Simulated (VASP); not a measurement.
# Zn4HO4 (a cell with a defect) in VASP: a series of runs

Runs on Zn4HO4 (a cell with a defect). Level: PBE. Tasks: single point.

Everything below comes from runs of VASP 6.6.1. Logs are shortened: lines on timing, memory, paths and dates and some standing lists are left out, and cuts for length are marked.

## (1) The cell of the first run

The cell holds a defect, 9 atoms: a = 5.610 Å, b = 5.610 Å, c = 3.279 Å, α = 90.00°, β = 90.00°, γ = 90.00°.

## (2) Single point, PBE

The input, INCAR:

```
ALGO = Normal ; EDIFF = 1E-7
ENCUT = 520 ; GGA = PE
ISIF = 2 ; ISMEAR = 0
LASPH = T ; LCHARG = F
LREAL = F ; LWAVE = F
NBANDS = 46 ; NELM = 60
PREC = Accurate ; SIGMA = 0.05
```

The input, KPOINTS:

```
k-points
0
Gamma
  4 4 8
```

The input, POSCAR:

```
Zn4HO4
1.0
    5.6098780345      0.0000000000      0.0000000000
    0.0000000000      5.6098780345      0.0000000000
    0.0000000000      0.0000000000      3.2790255992
Zn O H
4 4 1
Direct
    0.1816262562      0.1816262562      0.5000000000
    0.8183737438      0.8183737438      0.5000000000
    0.6816262562      0.3183737438      0.0000000000
    0.3183737438      0.6816262562      0.0000000000
    0.8184651117      0.1815348883      0.5000000000
    0.1815348883      0.8184651117      0.5000000000
    0.6815348883      0.6815348883      0.0000000000
    0.3184651117      0.3184651117      0.0000000000
    0.9999176225      0.4433737438      0.3750000000
```

Potentials or basis: VASP PAW PBE potentials, release 64 (Zn, O, H).

Command:

```
> cat potpaw_PBE.64/Zn/POTCAR potpaw_PBE.64/O/POTCAR potpaw_PBE.64/H/POTCAR > POTCAR
> mpirun -np 1 vasp_std > vasp.out
```

OUTCAR:

```text
EDIFF = 1E-7
   ENCUT = 520
   GGA = PE
   ISIF = 2
   ISMEAR = 0
   LASPH = T
   LREAL = F
   NELM = 60
   PREC = Accurate

 ion  position               nearest neighbor table
   1  0.182  0.182  0.500-   9 1.83   8 1.97   8 1.97   6 2.04   5 2.04   2 2.88
   2  0.818  0.818  0.500-   7 1.97   7 1.97   5 2.04   6 2.04   1 2.88
   3  0.682  0.318  0.000-   5 1.97   5 1.97   8 2.04   7 2.04   4 2.88
   4  0.318  0.682  0.000-   6 1.97   6 1.97   8 2.04   7 2.04   3 2.88
   5  0.818  0.182  0.500-   3 1.97   3 1.97   1 2.04   2 2.04
   6  0.182  0.818  0.500-   4 1.97   4 1.97   1 2.04   2 2.04
   7  0.682  0.682  0.000-   2 1.97   2 1.97   4 2.04   3 2.04
   8  0.318  0.318  0.000-   1 1.97   1 1.97   4 2.04   3 2.04
   9  1.000  0.443  0.375-   1 1.83

  LATTYP: Found a simple tetragonal cell.
 ALAT       =     5.6098780345
 C/A-ratio  =     0.5845092494

  Lattice vectors:

 A1 = (   5.6098780345,   0.0000000000,   0.0000000000)
 A2 = (   0.0000000000,   5.6098780345,   0.0000000000)
 A3 = (   0.0000000000,   0.0000000000,   3.2790255992)

Analysis of symmetry for initial positions (statically):
=====================================================================
 Subroutine PRICEL returns:
 Original cell was already a primitive cell.

 Routine SETGRP: Setting up the symmetry group for a
 simple tetragonal supercell.

 Subroutine GETGRP returns: Found  1 space group operations
 (whereof  1 operations were pure point group operations)
 out of a pool of 16 trial point group operations.

The static configuration has the point symmetry C_1 .

Analysis of symmetry for dynamics (positions and initial velocities):
=====================================================================
 Subroutine PRICEL returns:
 Original cell was already a primitive cell.

 Routine SETGRP: Setting up the symmetry group for a
 simple tetragonal supercell.

 Subroutine GETGRP returns: Found  1 space group operations
 (whereof  1 operations were pure point group operations)
 out of a pool of 16 trial point group operations.

The dynamic configuration has the point symmetry C_1 .

 Subroutine INISYM returns: Found  1 space group operations
 (whereof  1 operations are pure point group operations),
 and found     1 'primitive' translations

----------------------------------------------------------------------------------------

[... 107 lines left out ...]
   LREAL  =      F    real-space projection
   EDIFFG = 0.1E-05   stopping-criterion for IOM
   NSW    =      0    number of steps for IOM
   IBRION =     -1    ionic relax: 0-MD 1-quasi-New 2-CG
   NFREE  =      0    steps in history (QN), initial steepest desc. (CG)
   ISIF   =      2    stress and relaxation
   ISYM   =      2    0-nonsym 1-usesym 2-fastsym
   POTIM  = 0.5000    time-step for ionic-motion
   TEBEG  =    0.0;   TEEND  =   0.0 temperature during run
   PSTRESS=    0.0 pullay stress
   NELECT =      73.0000    total number of electrons
   NUPDOWN=      -1.0000    fix difference up-down
   EMIN   =  10.00;   EMAX   =-10.00  energy-range for DOS
   EFERMI =   0.00;   METHOD = LEGACY
   ISMEAR =     0;   SIGMA  =   0.05  broadening in eV -4-tet -1-fermi 0-gaus
   EFERMI_NEDOS =   21; number of points for ismear=-14 and -15
   IALGO  =     38    algorithm
   IMIX   =      4    mixing-type and parameters
     AMIX     =   0.40;   BMIX     =  1.00
     AMIX_MAG =   1.60;   BMIX_MAG =  1.00
  volume/ion in A,a.u.               =      11.47        77.38
  Fermi-wavevector in a.u.,A,eV,Ry     =   1.458697  2.756539 28.950454  2.127798
  Thomas-Fermi vector in A             =   2.575352
   LORBIT       =      0    0 simple, 1 ext, 2 COOP (PROOUT), +10 PAW based schemes
   GGA     = PE    functional components
   LHFCALC =     F    Hartree Fock is set to
   AEXX    =    0.0000 exact exchange contribution
   IVDW    =     0    specifies the selected vdW correction
   LEPSILON=     F    determine dielectric tensor
   LRPA    =     F    only Hartree local field effects (RPA)
 non-spin polarized calculation
 Gauss-broadening in eV      SIGMA  =   0.05
  energy-cutoff  :      520.00
  volume of cell :      103.19
 maximum number of plane-waves:      2804
 NGX is ok and might be reduce to    42
   NGX = 21   NGY = 21   NGZ = 13

 number of electron      72.9999975 magnetization

 Free energy of the ion-electron system (eV)
  ---------------------------------------------------
  ext. energy  EPLUGINS =         0.00000000
  ---------------------------------------------------
  free energy    TOTEN  =       -36.37752208 eV

  energy without entropy =      -36.37354496  energy(sigma->0) =      -36.37553352

 E-fermi :   2.0123     XC(G=0): -10.6582

 val. band max:        2.0075091451   @ k =   0.5000  -0.2500   0.1250
 cond. band min:       2.0127689388   @ k =   0.0000   0.2500   0.2500
 fundamental gap:      0.0052597937
 Fermi energy:         2.0123029091

 k-point     1 :       0.0000    0.0000    0.0000
  band No.  band energies     occupation
      1     -17.2034      2.00000
      2     -16.5757      2.00000
      3     -16.3099      2.00000
      4     -16.2628      2.00000
      5      -5.3926      2.00000
      6      -5.2156      2.00000
[... 1165 lines left out ...]
     45      10.6296      0.00000
     46      11.1267      0.00000

 [... further k-points ...]
[... 5 lines left out ...]
  --------------------------------------------------------------------------------------
  -------------------------------------------------------------------------------------
  Total        3.0723071      1.3508294      2.8412389      0.2736267     -0.1537927     -0.1275740
  in kB       47.7005695     20.9729463     44.1130101      4.2483222     -2.3877825     -1.9807115
  external PRESSURE =      37.5955086 kB  Pullay stress =       0.0000000 kB

 VOLUME and BASIS-vectors are now :
 -----------------------------------------------------------------------------
  energy-cutoff  :      520.00
  volume of cell :      103.19
      direct lattice vectors                 reciprocal lattice vectors
     5.609878035  0.000000000  0.000000000     0.178256995  0.000000000  0.000000000
     0.000000000  5.609878035  0.000000000     0.000000000  0.178256995  0.000000000
     0.000000000  0.000000000  3.279025599     0.000000000  0.000000000  0.304968647

 POSITION                                       TOTAL-FORCE (eV/Angst)
 -----------------------------------------------------------------------------------
      1.01890      1.01890      1.63951         0.191177      0.051445      0.044218
      4.59098      4.59098      1.63951         0.118630     -0.536340     -0.009208
      3.82384      1.78604      0.00000        -0.224206      0.298572     -0.058406
      1.78604      3.82384      0.00000        -0.054766     -0.098779      0.001114
      4.59149      1.01839      1.63951        -0.546491     -0.523611      0.191514
      1.01839      4.59149      1.63951         0.171814      0.621416      0.068934
      3.82333      3.82333      0.00000        -0.315796      0.174600     -0.106576
      1.78655      1.78655      0.00000         0.641532     -0.249273     -0.225569
      5.60942      2.48727      1.22963         0.018107      0.261970      0.093979
 -----------------------------------------------------------------------------------
    total drift:                               -0.000014      0.000047      0.000008

  FREE ENERGIE OF THE ION-ELECTRON SYSTEM (eV)
  ---------------------------------------------------
  free  energy   TOTEN  =       -36.3775220791 eV

  energy  without entropy=      -36.3735449608  energy(sigma->0) =      -36.37553352
```

OSZICAR:

```text
N       E                     dE             d eps       ncg     rms          rms(c)
DAV:   1     0.755858300931E+03    0.75586E+03   -0.35017E+04  6284   0.223E+03
DAV:   2     0.793327512688E+02   -0.67653E+03   -0.64283E+03  6310   0.526E+02
DAV:   3    -0.365532338231E+02   -0.11589E+03   -0.11329E+03  6802   0.198E+02
DAV:   4    -0.427695212393E+02   -0.62163E+01   -0.61643E+01  7304   0.484E+01
DAV:   5    -0.428304953756E+02   -0.60974E-01   -0.60948E-01  6732   0.506E+00    0.201E+01
DAV:   6    -0.360722245105E+02    0.67583E+01   -0.20970E+01 10174   0.784E+01    0.125E+01
DAV:   7    -0.364548497051E+02   -0.38263E+00   -0.67268E+00  6806   0.242E+01    0.756E+00
DAV:   8    -0.364801932313E+02   -0.25344E-01   -0.16443E+00  8884   0.162E+01    0.271E+00
DAV:   9    -0.363745775717E+02    0.10562E+00   -0.31138E-01  9360   0.114E+01    0.665E-01
DAV:  10    -0.363765994646E+02   -0.20219E-02   -0.11676E-01  7444   0.231E+00    0.188E-01
DAV:  11    -0.363772501219E+02   -0.65066E-03   -0.89320E-03  7728   0.118E+00    0.909E-02
DAV:  12    -0.363774066761E+02   -0.15655E-03   -0.86591E-04  7260   0.541E-01    0.736E-02
DAV:  13    -0.363775196982E+02   -0.11302E-03   -0.49505E-04  8080   0.359E-01    0.277E-02
DAV:  14    -0.363775150900E+02    0.46082E-05   -0.11472E-04  7186   0.169E-01    0.124E-02
DAV:  15    -0.363775209174E+02   -0.58275E-05   -0.26505E-05  6834   0.853E-02    0.850E-03
DAV:  16    -0.363775221057E+02   -0.11883E-05   -0.79099E-06  7170   0.325E-02    0.392E-03
DAV:  17    -0.363775221116E+02   -0.58899E-08   -0.17923E-06  8312   0.176E-02    0.195E-03
DAV:  18    -0.363775220791E+02    0.32513E-07   -0.42907E-07  6066   0.740E-03
   1 F= -.36377522E+02 E0= -.36375534E+02  d E =-.397712E-02
```

stdout:

```text
POSCAR found type information on POSCAR ZnO H
 POSCAR found :  3 types and       9 ions
 scaLAPACK will be used
 LDA part: xc-table for (Slater+PW92), standard interpolation
 POSCAR, INCAR and KPOINTS ok, starting setup
 FFT: planning ... GRIDC
 FFT: planning ... GRID_SOFT
 FFT: planning ... GRID
 WAVECAR not read
 entering main loop
```

It took 2.8 min on 1 thread of Intel Xeon 6975P-C (Granite Rapids), shared host; peak memory 0.35 GiB.

Results:

```yaml
Free_energy: -36.3775 eV
Pressure: 3.8 GPa
Largest_force: 0.781 eV/Å
Band_gap_on_the_k_mesh: zero (an odd number of electrons rules out a gap without spin polarisation)
```

Forces in eV/Å, atoms in the order of the input:
```
Zn   0.191  0.051  0.044
Zn   0.119 -0.536 -0.009
Zn  -0.224  0.299 -0.058
Zn  -0.055 -0.099  0.001
O   -0.546 -0.524  0.192
O    0.172  0.621  0.069
O   -0.316  0.175 -0.107
O    0.642 -0.249 -0.226
H    0.018  0.262  0.094
```

Stress tensor (GPa, compression positive):
```
 4.77  0.42 -0.20
 0.42  2.10 -0.24
-0.20 -0.24  4.41
```

Levels at points of the mesh, in eV from the Fermi level:
```
           k point  band 33  band 34  band 35  band 36  band 37  band 38  band 39  band 40
(0.00, 0.00, 0.00)    -1.87    -1.51    -1.46    -1.40    -1.25     2.42     3.73     3.87
(0.50, 0.00, 0.00)    -1.98    -1.76    -1.70    -1.60     0.07     1.79     3.27     4.61
(0.00, 0.50, 0.00)    -1.92    -1.75    -1.67    -1.56    -0.23     1.82     3.40     4.61
(0.50, 0.50, 0.00)    -2.09    -2.05    -2.01    -1.98    -0.18     2.83     2.87     3.32
(0.00, 0.00, 0.50)    -2.96    -2.87    -2.60    -2.48     0.61     4.29     5.29     6.48
(0.50, 0.00, 0.50)    -2.96    -2.66    -2.31    -2.20     0.45     4.53     4.89     5.42
(0.00, 0.50, 0.50)    -2.89    -2.74    -2.34    -2.20     0.02     4.36     4.48     5.46
(0.50, 0.50, 0.50)    -2.54    -2.52    -2.51    -2.42    -0.37     4.00     4.50     4.56
```

Caveat: an odd number of electrons without spin polarisation forces a metal; a magnetic or distorted state may lie lower.

## (3) Single point, PBE

The input, INCAR:

```
PREC     = Accurate       # precision mode
ENCUT    = 520            # plane-wave cutoff, eV
EDIFF    = 1E-7           # SCF threshold, eV
ISMEAR   = 0              # smearing method
SIGMA    = 0.05           # smearing width, eV
LREAL    = F              # projectors in reciprocal space
LASPH    = T              # aspherical terms in the spheres
NELM     = 60             # most SCF steps
ALGO     = Normal         # electronic algorithm
ISIF     = 2              # what is computed and relaxed
LWAVE    = F              # write WAVECAR
LCHARG   = F              # write CHGCAR
GGA      = PE             # functional
NBANDS   = 46             # bands
```

The input, KPOINTS:

```
regular mesh
0
Gamma
  4 4 8
```

POSCAR: that of step 2 with these lines changed.

```diff
@@ -16,2 +16,2 @@
     0.3184651117      0.3184651117      0.0000000000
-    0.9999176225      0.4433737438      0.3750000000
+    0.9999176225      0.6933737438      0.3750000000
```

Potentials or basis: VASP PAW PBE potentials, release 64 (Zn, O, H).

Command:

```
> cat potpaw_PBE.64/Zn/POTCAR potpaw_PBE.64/O/POTCAR potpaw_PBE.64/H/POTCAR > POTCAR
> mpirun -np 1 vasp_std > vasp.out
```

OUTCAR:

```text
PREC = Accurate
   ENCUT = 520
   EDIFF = 1E-7
   ISMEAR = 0
   LREAL = F
   LASPH = T
   NELM = 60
   ISIF = 2
   GGA = PE

 ion  position               nearest neighbor table
   1  0.182  0.182  0.500-   8 1.97   8 1.97   5 2.04   6 2.04   2 2.88
   2  0.818  0.818  0.500-   9 1.30   7 1.97   7 1.97   6 2.04   5 2.04   1 2.88
   3  0.682  0.318  0.000-   5 1.97   5 1.97   8 2.04   7 2.04   4 2.88
   4  0.318  0.682  0.000-   6 1.97   6 1.97   8 2.04   7 2.04   3 2.88
   5  0.818  0.182  0.500-   3 1.97   3 1.97   1 2.04   2 2.04
   6  0.182  0.818  0.500-   9 1.30   4 1.97   4 1.97   2 2.04   1 2.04
   7  0.682  0.682  0.000-   2 1.97   2 1.97   4 2.04   3 2.04
[... 1395 lines left out ...]
  external PRESSURE =     114.5759204 kB  Pullay stress =       0.0000000 kB

 VOLUME and BASIS-vectors are now :
 -----------------------------------------------------------------------------
  energy-cutoff  :      520.00
  volume of cell :      103.19
      direct lattice vectors                 reciprocal lattice vectors
     5.609878035  0.000000000  0.000000000     0.178256995  0.000000000  0.000000000
     0.000000000  5.609878035  0.000000000     0.000000000  0.178256995  0.000000000
     0.000000000  0.000000000  3.279025599     0.000000000  0.000000000  0.304968647

 POSITION                                       TOTAL-FORCE (eV/Angst)
 -----------------------------------------------------------------------------------
      1.01890      1.01890      1.63951        -0.083242      0.714873     -0.017882
      4.59098      4.59098      1.63951        -6.043578      3.655674      2.110138
      3.82384      1.78604      0.00000         0.049376      0.001845      0.002878
      1.78604      3.82384      0.00000         0.935485     -0.649644     -0.220922
      4.59149      1.01839      1.63951        -0.010735     -0.452692      0.045186
      1.01839      4.59149      1.63951         1.079088      0.084033      0.158974
      3.82333      3.82333      0.00000        -0.689398      0.133629     -0.294243
      1.78655      1.78655      0.00000        -0.006196      0.010155      0.005041
      5.60942      3.88974      1.22963         4.769200     -3.497874     -1.789171
 -----------------------------------------------------------------------------------
    total drift:                                0.000261      0.000037     -0.000020

  FREE ENERGIE OF THE ION-ELECTRON SYSTEM (eV)
  ---------------------------------------------------
  free  energy   TOTEN  =       -35.1948077898 eV

  energy  without entropy=      -35.1933015520  energy(sigma->0) =      -35.19405467
```

Wall time 3.6 min (1 thread of Intel Xeon 6975P-C (Granite Rapids), shared host); peak memory 0.35 GiB.

Results:

```
Free energy            : -35.1948 eV
Pressure               : 11.5 GPa
Largest force          : 7.372 eV/Å
Band gap on the k mesh : zero (an odd number of electrons rules out a gap without spin polarisation)
```

Forces in eV/Å, atoms in the order of the input:
```
Zn  -0.083  0.715 -0.018
Zn  -6.044  3.656  2.110
Zn   0.049  0.002  0.003
Zn   0.935 -0.650 -0.221
O   -0.011 -0.453  0.045
O    1.079  0.084  0.159
O   -0.689  0.134 -0.294
O   -0.006  0.010  0.005
H    4.769 -3.498 -1.789
```

Levels at points of the mesh, in eV from the Fermi level:
| k point | band 34 | band 35 | band 36 | band 37 | band 38 | band 39 |
| --- | --- | --- | --- | --- | --- | --- |
| (0.00, 0.00, 0.00) | -2.82 | -2.65 | -2.50 | -2.39 | 1.39 | 2.42 |
| (0.50, 0.00, 0.00) | -3.05 | -2.95 | -2.82 | -0.27 | 0.43 | 2.09 |
| (0.00, 0.50, 0.00) | -3.30 | -2.80 | -2.69 | -0.74 | 0.57 | 2.94 |
| (0.50, 0.50, 0.00) | -3.27 | -3.23 | -3.17 | -0.07 | 1.52 | 1.70 |
| (0.00, 0.00, 0.50) | -4.09 | -3.83 | -3.76 | 0.81 | 2.94 | 3.97 |
| (0.50, 0.00, 0.50) | -3.95 | -3.59 | -3.44 | 0.36 | 3.09 | 3.62 |
| (0.00, 0.50, 0.50) | -3.90 | -3.67 | -3.47 | 0.65 | 3.04 | 3.35 |
| (0.50, 0.50, 0.50) | -3.77 | -3.70 | -3.61 | 0.00 | 2.72 | 3.13 |

Caveat: an odd number of electrons without spin polarisation forces a metal; a magnetic or distorted state may lie lower.

## (4) Single point, PBE

The input, INCAR:

```
PREC = Accurate
ENCUT = 520
EDIFF = 1E-7
ISMEAR = 0
SIGMA = 0.05
LREAL = False
LASPH = True
NELM = 100
ALGO = Normal
ISIF = 2
LWAVE = False
LCHARG = False
GGA = PE
NBANDS = 46
```

The input, KPOINTS:

```
Automatic mesh
0
Gamma
  4 4 8
```

POSCAR: that of step 3 with these lines changed.

```diff
@@ -16,2 +16,2 @@
     0.3184651117      0.3184651117      0.0000000000
-    0.9999176225      0.6933737438      0.3750000000
+    0.9999176225     -0.0566262562      0.3750000000
```

Command:

```
> cat potpaw_PBE.64/Zn/POTCAR potpaw_PBE.64/O/POTCAR potpaw_PBE.64/H/POTCAR > POTCAR
> mpirun -np 1 vasp_std > vasp.out
```

It took 3 min on 1 thread of Intel Xeon 6975P-C (Granite Rapids), shared host; peak memory 0.36 GiB.

The run converged. Its results:

| Property | Result |
| --- | --- |
| Free energy | -34.6385 eV |
| Pressure | 13.4 GPa |
| Largest force | 7.715 eV/Å |
| Band gap on the k mesh | zero (an odd number of electrons rules out a gap without spin polarisation) |

Forces in eV/Å, atoms in the order of the input:
```
Zn   1.046  1.879  0.382
Zn  -6.249 -3.861  2.359
Zn  -0.125  0.081  0.017
Zn   0.491 -0.546  0.060
O   -0.240  0.499  0.083
O    0.882 -0.330 -0.107
O   -0.156 -0.049 -0.294
O   -0.050  0.001 -0.076
H    4.400  2.325 -2.424
```

Stress tensor (GPa, compression positive):
```
18.28  6.31 -2.72
 6.31 14.11 -1.08
-2.72 -1.08  7.95
```

Levels at points of the mesh, in eV from the Fermi level:
```csv
k point,band 33,band 34,band 35,band 36,band 37,band 38,band 39,band 40
"(0.00, 0.00, 0.00)",-3.56,-3.39,-3.08,-3.00,-2.68,1.73,2.06,2.67
"(0.50, 0.00, 0.00)",-3.78,-3.47,-3.45,-3.36,-0.48,0.06,2.16,2.91
"(0.00, 0.50, 0.00)",-3.95,-3.67,-3.35,-3.22,-0.55,0.11,2.24,2.86
"(0.50, 0.50, 0.00)",-4.09,-3.80,-3.66,-3.63,-0.06,1.08,1.57,1.66
"(0.00, 0.00, 0.50)",-4.54,-4.46,-4.39,-4.14,0.68,2.65,3.45,4.56
"(0.50, 0.00, 0.50)",-4.62,-4.26,-4.21,-3.82,0.45,2.77,3.24,3.75
"(0.00, 0.50, 0.50)",-4.62,-4.30,-4.23,-3.84,0.54,2.79,3.24,3.76
"(0.50, 0.50, 0.50)",-4.31,-4.16,-4.11,-3.97,0.20,2.45,2.56,2.63
```

Caveat: an odd number of electrons without spin polarisation forces a metal; a magnetic or distorted state may lie lower.

## (5) The runs side by side

| cell | gap on the mesh (eV) | pressure (GPa) | largest force (eV/Å) |
| --- | --- | --- | --- |
| as given, atomic positions A | none | 3.8 | 0.78 |
| as given, atomic positions B | none | 11.5 | 7.37 |
| as given, atomic positions C | none | 13.4 | 7.71 |

Alike in all rows: task single point; level PBE; potentials or basis VASP PAW PBE potentials, release 64 (Zn, O, H); no spin polarisation; k mesh 4 × 4 × 8; cutoff (eV) 520; smearing gaussian 0.05 eV.

Caveats: an odd number of electrons without spin polarisation forces a metal; a magnetic or distorted state may lie lower.

Total energies depend on the potentials used, so only differences within one code and one set of settings carry meaning.
